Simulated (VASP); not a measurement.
V, 1 atom in the cell. Symmetry: Im-3m, No. 229, cubic system. Conventional cell: a = 2.956 Å, b = 2.956 Å, c = 2.956 Å, α = 90.00°, β = 90.00°, γ = 90.00°. V (site symmetry m-3m) has 14 V at 2.56 to 2.96 Å within 3.4 Å. 

| Quantity | Value |
| --- | --- |
| Program | VASP 6.6.1 |
| Task | single point |
| Functional | PBE |
| Potentials or basis | VASP PAW PBE potentials, release 64 (V_sv) |
| Cutoff | 520 eV |
| k mesh | 20 × 20 × 20 |
| Occupations | gaussian, width 0.05 eV |
| Spin | no spin polarisation |
| Dipole correction | no |
| Further INCAR settings | ALGO = Normal; EDIFF = 1e-06; NBANDS = 12 |

Potentials or basis: VASP PAW PBE potentials, release 64 (V_sv).

Command:

```bash
$ cat potpaw_PBE.64/V_sv/POTCAR > POTCAR
$ mpirun -np 1 vasp_std > vasp.out
```

Hardware: 1 thread of Intel Xeon 8259CL, on a shared host.

Problem. Estimate the wall time of this run.

Solution. Wall time 37 s on 1 thread of Intel Xeon 8259CL, with other jobs on the host, peak memory 0.15 GiB. Counts: scf iterations 11, k points 256.
